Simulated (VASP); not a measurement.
W2C: single point with PBE

Crystal: W2C.

```xyz
3
Lattice="3.0700 0.0000 0.0000 -1.5350 2.6587 0.0000 0.0000 0.0000 4.6784" Properties=species:S:1:pos:R:3 pbc="T T T"
W     0.0000    1.7725    3.4917
W     1.5350    0.8862    1.1868
C     0.0000    0.0000    0.0000
```

```json
{
 "Program": "VASP 6.6.1",
 "Task": "single point",
 "Functional": "PBE",
 "Potentials or basis": "VASP PAW PBE potentials, release 64 (W_sv, C)",
 "Cutoff": "600 eV",
 "k mesh": "6 × 6 × 4",
 "Occupations": "fermi-dirac, width 0.0680285 eV",
 "Spin": "no spin polarisation",
 "Dipole correction": "no",
 "Further INCAR settings": "ALGO = Normal; EDIFF = 1e-06; NBANDS = 23"
}
```

- Pressure: -1.1 GPa
- Largest force: 0.097 eV/Å
- Band gap on the k mesh: zero (bands 16 and 17 overlap by 2.45 eV)

Forces on the atoms (eV/Å):
```
W    0.000  0.000  0.097
W    0.000  0.000 -0.097
C    0.000  0.000  0.000
```

Stress tensor (GPa, compression positive):
```
-0.62  0.00  0.00
 0.00 -0.62  0.00
 0.00  0.00 -2.04
```

Levels at points of the mesh, in eV from the Fermi level:
```csv
k point,band 14,band 15,band 16,band 17,band 18,band 19
"(0.00, 0.00, 0.00)",-1.51,-1.39,-1.39,-1.11,-1.11,0.51
"(0.50, 0.00, 0.00)",-3.47,-1.80,1.34,2.20,2.53,2.99
"(0.00, 0.00, 0.50)",-2.84,-2.33,-2.33,0.99,0.99,1.60
"(0.50, 0.00, 0.50)",-2.69,-2.50,-0.51,0.22,1.98,2.53
```

Wall time 34 s on 1 thread of Intel(R) Xeon(R) Platinum 8375C CPU @ 2.90GHz (Ice Lake) (shared host), peak memory 0.19 GiB.

Caveat: the k points lie up to 0.39 Å⁻¹ apart, too coarse for converged energies and pressures of a metal; spin-orbit coupling is left out, which moves the levels of the heavy elements.
